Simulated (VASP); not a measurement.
# MnS (Pm-3m) in VASP: notebook

Runs on MnS. Level: PBEsol. Tasks: single point.

Program: VASP 6.6.1. These are calculated values, not measurements. Logs are shortened: lines on timing, memory, paths and dates and some standing lists are left out, and cuts for length are marked.

## 1. The cell of the first run

Symmetry: Pm-3m, No. 221, cubic system. The conventional cell has a = 3.099 Å, b = 3.099 Å, c = 3.099 Å, α = 90.00°, β = 90.00°, γ = 90.00°. Mn (site symmetry m-3m) has 8 S at 2.68 Å and 6 Mn at 3.10 Å within 3.5 Å. Within 3.5 Å of S (site symmetry m-3m) lie 8 Mn at 2.68 Å and 6 S at 3.10 Å.

## 2. Single point, PBEsol, collinear spin, ferromagnetic start

INCAR reads:

```
SYSTEM = MnS
ALGO = Normal ; EDIFF = 1E-6
ENCUT = 520 ; GGA = PS
ISIF = 2 ; ISMEAR = -1
ISPIN = 2 ; LASPH = .TRUE.
LCHARG = .FALSE. ; LMAXMIX = 4
LORBIT = 11 ; LREAL = .FALSE.
LWAVE = .FALSE. ; MAGMOM = 4.8 4.8 0 0
NBANDS = 31 ; NELM = 150
PREC = Accurate ; SIGMA = 0.1
```

KPOINTS reads:

```
k-points
0
G
  10 5 10
  0 0 0
```

POSCAR reads:

```
MnS
1.0
    3.0990400000      0.0000000000      0.0000000000
    0.0000000000      6.1980800000      0.0000000000
    0.0000000000      0.0000000000      3.0990400000
Mn S
2 2
Direct
    0.5000000000      0.2500000000      0.5000000000
    0.5000000000      0.7500000000      0.5000000000
    0.0000000000      0.0000000000      0.0000000000
    0.0000000000      0.5000000000      0.0000000000
```

Potentials or basis: VASP PAW PBE potentials, release 64 (Mn_pv, S).

On the command line:

```
> cat potpaw_PBE.64/Mn_pv/POTCAR potpaw_PBE.64/S/POTCAR > POTCAR
> mpirun -np 1 vasp_std > vasp.out
```

OUTCAR:

```text
SYSTEM = MnS
   EDIFF = 1E-6
   ENCUT = 520
   GGA = PS
   ISIF = 2
   ISMEAR = -1
   ISPIN = 2
   LASPH = .TRUE.
   LORBIT = 11
   LREAL = .FALSE.
   NELM = 150
   PREC = Accurate

 ion  position               nearest neighbor table
   1  0.500  0.250  0.500-   3 2.68   4 2.68   3 2.68   4 2.68   3 2.68   4 2.68   3 2.68   4 2.68
                             2 3.10   2 3.10
   2  0.500  0.750  0.500-   3 2.68   4 2.68   3 2.68   4 2.68   3 2.68   4 2.68   3 2.68   4 2.68
                             1 3.10   1 3.10
   3  0.000  0.000  0.000-   1 2.68   2 2.68   1 2.68   2 2.68   1 2.68   2 2.68   1 2.68   2 2.68

   4  0.000  0.500  0.000-   1 2.68   2 2.68   1 2.68   2 2.68   1 2.68   2 2.68   1 2.68   2 2.68

  LATTYP: Found a simple tetragonal cell.
 ALAT       =     3.0990400000
 C/A-ratio  =     2.0000000000

  Lattice vectors:

 A1 = (  -3.0990400000,   0.0000000000,   0.0000000000)
 A2 = (   0.0000000000,   0.0000000000,   3.0990400000)
 A3 = (   0.0000000000,   6.1980800000,   0.0000000000)

Analysis of symmetry for initial positions (statically):
=====================================================================
 Subroutine PRICEL returns following result:

  LATTYP: Found a simple cubic cell.
 ALAT       =     3.0990400000
[... 12 lines left out ...]
 Subroutine GETGRP returns: Found 16 space group operations
 (whereof 16 operations were pure point group operations)
 out of a pool of 16 trial point group operations.

The static configuration has the point symmetry D_4h.

Analysis of symmetry for dynamics (positions and initial velocities):
=====================================================================
 Subroutine PRICEL returns following result:

  LATTYP: Found a simple cubic cell.
 ALAT       =     3.0990400000
[... 12 lines left out ...]
 Subroutine GETGRP returns: Found 16 space group operations
 (whereof 16 operations were pure point group operations)
 out of a pool of 16 trial point group operations.

The dynamic configuration has the point symmetry D_4h.

Analysis of structural, dynamic, and magnetic symmetry:
=====================================================================
 Subroutine PRICEL returns following result:

  LATTYP: Found a simple cubic cell.
 ALAT       =     3.0990400000
[... 12 lines left out ...]
 Subroutine GETGRP returns: Found 16 space group operations
 (whereof 16 operations were pure point group operations)
 out of a pool of 16 trial point group operations.

The overall configuration has the point symmetry D_4h.

 Subroutine INISYM returns: Found 16 space group operations
 (whereof 16 operations are pure point group operations),
 and found     2 'primitive' translations

----------------------------------------------------------------------------------------

                                     Primitive cell

  volume of cell :      29.7633

  direct lattice vectors                    reciprocal lattice vectors
     3.099040000  0.000000000  0.000000000     0.322680572  0.000000000  0.000000000
     0.000000000  3.099040000  0.000000000     0.000000000  0.322680572  0.000000000
     0.000000000  0.000000000  3.099040000     0.000000000  0.000000000  0.322680572

  length of vectors
     3.099040000  3.099040000  3.099040000     0.322680572  0.322680572  0.322680572

  position of ions in fractional coordinates (direct lattice)
     0.500000000  0.500000000  0.500000000
     0.000000000  0.000000000  0.000000000

  ion indices of the primitive-cell ions
   primitive index   ion index
                 1           1
                 2           3

----------------------------------------------------------------------------------------

 KPOINTS: k-points

Automatic generation of k-mesh.
 Grid dimensions read from file:
 generate k-points for:   10    5   10

 Generating k-lattice:

  Cartesian coordinates                     Fractional coordinates (reciprocal lattice)
     0.032268057  0.000000000  0.000000000     0.100000000  0.000000000  0.000000000
     0.000000000  0.032268057  0.000000000     0.000000000  0.200000000  0.000000000
     0.000000000  0.000000000  0.032268057     0.000000000  0.000000000  0.100000000

  Length of vectors
     0.032268057  0.032268057  0.032268057

  Shift w.r.t. Gamma in fractional coordinates (k-lattice)
     0.000000000  0.000000000  0.000000000

 Subroutine IBZKPT returns following result:
 ===========================================

 Found     63 irreducible k-points:

 Following reciprocal coordinates:
            Coordinates               Weight
  0.000000  0.000000  0.000000      1.000000
  0.100000  0.000000  0.000000      4.000000
  0.200000  0.000000  0.000000      4.000000
  0.300000  0.000000  0.000000      4.000000
  0.400000  0.000000  0.000000      4.000000
  0.500000  0.000000  0.000000      2.000000
[... 16 lines left out ...]
  0.500000  0.000000  0.100000      4.000000
  0.100000  0.200000  0.100000      8.000000
 [... further k-points ...]
   k-points           NKPTS =     63   k-points in BZ     NKDIM =     63   number of bands    NBANDS=     31
   number of dos      NEDOS =    301   number of ions     NIONS =      4
   total plane-waves  NPLWV =  27648
   dimension x,y,z NGX =    24 NGY =   48 NGZ =   24
   dimension x,y,z NGXF=    48 NGYF=   96 NGZF=   48
   ions per type =               2   2
   NGX,Y,Z   is equivalent  to a cutoff of  12.87, 12.87, 12.87 a.u.
   NGXF,Y,Z  is equivalent  to a cutoff of  25.75, 25.75, 25.75 a.u.
 SYSTEM =  MnS
   PREC   = accura    normal or accurate (medium, high low for compatibility)
   ISTART =      0    job   : 0-new  1-cont  2-samecut
   ICHARG =      2    charge: 1-file 2-atom 10-const
   ISPIN  =      2    spin polarized calculation?
   LNONCOLLINEAR =      F non collinear calculations
   LSORBIT =      F    spin-orbit coupling
   LASPH  =      T    aspherical Exc in radial PAW
   ENCUT  =  520.0 eV  38.22 Ry    6.18 a.u.   5.76 11.52  5.76*2*pi/ulx,y,z
   NELM   =    150;   NELMIN=  2; NELMDL= -5     # of ELM steps
   EDIFF  = 0.1E-05   stopping-criterion for ELM
   LREAL  =      F    real-space projection
   EDIFFG = 0.1E-04   stopping-criterion for IOM
   NSW    =      0    number of steps for IOM
   IBRION =     -1    ionic relax: 0-MD 1-quasi-New 2-CG
   NFREE  =      0    steps in history (QN), initial steepest desc. (CG)
   ISIF   =      2    stress and relaxation
   ISYM   =      2    0-nonsym 1-usesym 2-fastsym
   POTIM  = 0.5000    time-step for ionic-motion
   TEBEG  =    0.0;   TEEND  =   0.0 temperature during run
   PSTRESS=    0.0 pullay stress
   NELECT =      38.0000    total number of electrons
   NUPDOWN=      -1.0000    fix difference up-down
   EMIN   =  10.00;   EMAX   =-10.00  energy-range for DOS
   EFERMI =   0.00;   METHOD = LEGACY
   ISMEAR =    -1;   SIGMA  =   0.10  broadening in eV -4-tet -1-fermi 0-gaus
   EFERMI_NEDOS =   21; number of points for ismear=-14 and -15
   IALGO  =     38    algorithm
   IMIX   =      4    mixing-type and parameters
     AMIX     =   0.40;   BMIX     =  1.00
     AMIX_MAG =   1.60;   BMIX_MAG =  1.00
  volume/ion in A,a.u.               =      14.88       100.43
  Fermi-wavevector in a.u.,A,eV,Ry     =   1.409610  2.663776 27.034766  1.986999
  Thomas-Fermi vector in A             =   2.531648
   LORBIT       =     11    0 simple, 1 ext, 2 COOP (PROOUT), +10 PAW based schemes
   GGA     = PS    functional components
   LHFCALC =     F    Hartree Fock is set to
   AEXX    =    0.0000 exact exchange contribution
   IVDW    =     0    specifies the selected vdW correction
   LEPSILON=     F    determine dielectric tensor
   LRPA    =     F    only Hartree local field effects (RPA)
 spin polarized calculation
  energy-cutoff  :      520.00
  volume of cell :       59.53
 maximum number of plane-waves:      1624
 NGX is ok and might be reduce to    24
   NGX = 11   NGY = 23   NGZ = 11

 number of electron      37.9999947 magnetization       6.7435063

 Free energy of the ion-electron system (eV)
  ---------------------------------------------------
  ext. energy  EPLUGINS =         0.00000000
  ---------------------------------------------------
  free energy    TOTEN  =       -28.39709997 eV

  energy without entropy =      -28.28976382  energy(sigma->0) =      -28.34343189

 E-fermi :   8.3003     XC(G=0): -11.8268

 val. band max:        8.2491584118   @ k =   0.4000   0.4000   0.2000
 cond. band min:       8.3150169507   @ k =   0.2000   0.4000   0.0000
 fundamental gap:      0.0658585389
 Fermi energy:         8.3002805275

 spin component 1

 k-point     1 :       0.0000    0.0000    0.0000
  band No.  band energies     occupation
      1     -41.3682      1.00000
      2     -41.3299      1.00000
      3     -41.3299      1.00000
      4     -41.3299      1.00000
      5     -41.3267      1.00000
      6     -41.3267      1.00000
[... 805 lines left out ...]
     30      15.9298      0.00000
     31      16.0300      0.00000

 [... further k-points ...]

 spin component 2

 k-point     1 :       0.0000    0.0000    0.0000
  band No.  band energies     occupation
      1     -37.8316      1.00000
      2     -37.7853      1.00000
      3     -37.7853      1.00000
      4     -37.7853      1.00000
      5     -37.7814      1.00000
      6     -37.7814      1.00000
[... 805 lines left out ...]
     30      16.4778      0.00000
     31      16.6714      0.00000

 [... further k-points ...]

------------------------ aborting loop because EDIFF is reached ----------------------------------------

  FORCE on cell =-STRESS in cart. coord.  units (eV):
  Direction    XX          YY          ZZ          XY          YZ          ZX
  --------------------------------------------------------------------------------------
  -------------------------------------------------------------------------------------
  Total       -4.5603877     -4.5603595     -4.5603877      0.0000000      0.0000000      0.0000000
  in kB     -122.7441515   -122.7433922   -122.7441515      0.0000000      0.0000000      0.0000000
  external PRESSURE =    -122.7438984 kB  Pullay stress =       0.0000000 kB

 VOLUME and BASIS-vectors are now :
 -----------------------------------------------------------------------------
  energy-cutoff  :      520.00
  volume of cell :       59.53
      direct lattice vectors                 reciprocal lattice vectors
     3.099040000  0.000000000  0.000000000     0.322680572  0.000000000  0.000000000
     0.000000000  6.198080000  0.000000000     0.000000000  0.161340286  0.000000000
     0.000000000  0.000000000  3.099040000     0.000000000  0.000000000  0.322680572

 POSITION                                       TOTAL-FORCE (eV/Angst)
 -----------------------------------------------------------------------------------
      1.54952      1.54952      1.54952         0.000000     -0.000000      0.000000
      1.54952      4.64856      1.54952         0.000000      0.000000      0.000000
      0.00000      0.00000      0.00000        -0.000000     -0.000000     -0.000000
      0.00000      3.09904      0.00000        -0.000000     -0.000000     -0.000000
 -----------------------------------------------------------------------------------
    total drift:                                0.000000     -0.000000     -0.000000

  FREE ENERGIE OF THE ION-ELECTRON SYSTEM (eV)
  ---------------------------------------------------
  free  energy   TOTEN  =       -28.3970999674 eV

  energy  without entropy=      -28.2897638176  energy(sigma->0) =      -28.34343189

 total charge

# of ion       s       p       d       tot
------------------------------------------
    1        0.213   6.167   5.046  11.426
    2        0.213   6.167   5.046  11.426
    3        1.366   2.243   0.000   3.609
    4        1.366   2.243   0.000   3.609
--------------------------------------------------
tot          3.158  16.819  10.091  30.068

 magnetization (x)

# of ion       s       p       d       tot
------------------------------------------
    1        0.016   0.027   3.316   3.359
    2        0.016   0.027   3.316   3.359
    3        0.024  -0.130   0.000  -0.106
    4        0.024  -0.130   0.000  -0.106
--------------------------------------------------
tot          0.080  -0.205   6.631   6.507
```

Run time: 2 min. Hardware: 1 thread of Intel Xeon 6975P-C (Granite Rapids), shared host; peak memory 0.29 GiB.

Results:

| Item | Value |
| --- | --- |
| Free energy | -28.3971 eV |
| Pressure | -12.3 GPa |
| Net moment | 6.74 μB per cell |
| Site moments | Mn +3.36; S -0.11 μB |
| Valence electrons inside the program's atomic spheres | Mn 11.43; S 3.61 |

Caveat: the cell stands under tension; the PAW data sets were made with another functional, which shifts forces and pressure a little; semilocal functionals often make such compounds metallic where correlation or magnetic order opens a gap, which also shifts bond lengths; the run started ferromagnetic, and an antiferromagnetic order may lie lower in energy.

## 3. Single point, PBEsol, collinear spin, antiferromagnetic start

INCAR reads:

```
SYSTEM = MnS
ALGO = Normal
EDIFF = 1E-6
ENCUT = 520
GGA = PS
ISIF = 2
ISMEAR = -1
ISPIN = 2
LASPH = .TRUE.
LCHARG = .TRUE.
LELF = .TRUE.
LMAXMIX = 4
LORBIT = 11
LREAL = .FALSE.
LVHAR = .TRUE.
LWAVE = .FALSE.
MAGMOM = 4.8 -4.8 0 0
NBANDS = 31
NELM = 150
PREC = Accurate
SIGMA = 0.1
```

KPOINTS is that of step 2.

POSCAR is that of step 2.

Potentials or basis: VASP PAW PBE potentials, release 64 (Mn_pv, S).

On the command line:

```
> cat potpaw_PBE.64/Mn_pv/POTCAR potpaw_PBE.64/S/POTCAR > POTCAR
> mpirun -np 1 vasp_std > vasp.out
```

Run time: 2 min. Hardware: 1 thread of Intel Xeon 6975P-C (Granite Rapids), shared host; peak memory 0.29 GiB.

Results (log left out):

| Property | Result |
| --- | --- |
| Free energy | -28.6493 eV |
| Pressure | -6.6 GPa |
| Band gap on the k mesh | zero (filled and empty bands overlap) |
| Net moment | 0.00 μB per cell |
| Site moments | Mn +3.69, -3.69; S +0.00 μB |
| Valence electrons inside the program's atomic spheres | Mn 11.41; S 3.64 |

Stress tensor (GPa, compression positive):
```
-6.70  0.00  0.00
 0.00 -6.30  0.00
 0.00  0.00 -6.70
```

Levels at points of the mesh, in eV from the Fermi level:
Spin up:
| k point | band 15 | band 16 | band 17 | band 18 | band 19 | band 20 | band 21 | band 22 | band 23 | band 24 |
| --- | --- | --- | --- | --- | --- | --- | --- | --- | --- | --- |
| (0.00, 0.00, 0.00) | -1.47 | -1.47 | -1.46 | -0.39 | -0.29 | -0.29 | 1.02 | 1.74 | 2.48 | 2.75 |
| (0.50, 0.00, 0.00) | -2.17 | -1.76 | -0.66 | -0.51 | -0.31 | 0.14 | 1.30 | 2.00 | 2.62 | 2.66 |
| (0.50, 0.00, 0.50) | -1.40 | -1.40 | -1.35 | -0.89 | 0.15 | 0.34 | 2.13 | 2.19 | 2.19 | 2.34 |
Spin down:
```csv
k point,band 16,band 17,band 18,band 19,band 20,band 21,band 22,band 23
"(0.00, 0.00, 0.00)",-1.47,-1.46,-0.39,-0.29,-0.29,1.02,1.74,2.48
"(0.50, 0.00, 0.00)",-1.76,-0.66,-0.51,-0.31,0.14,1.30,2.00,2.62
"(0.50, 0.00, 0.50)",-1.40,-1.35,-0.89,0.15,0.34,2.13,2.19,2.19
```

Caveat: the cell stands under tension; the antiferromagnetic order is the one typed at the start, and another may lie lower; the PAW data sets were made with another functional, which shifts forces and pressure a little; semilocal functionals often make such compounds metallic where correlation or magnetic order opens a gap, which also shifts bond lengths. With open d or f shells a metallic result of PBEsol can be an artefact of self-interaction; +U or a hybrid may open a gap.

The gap in the log of VASP goes by the Fermi energy; the results here count the filled bands.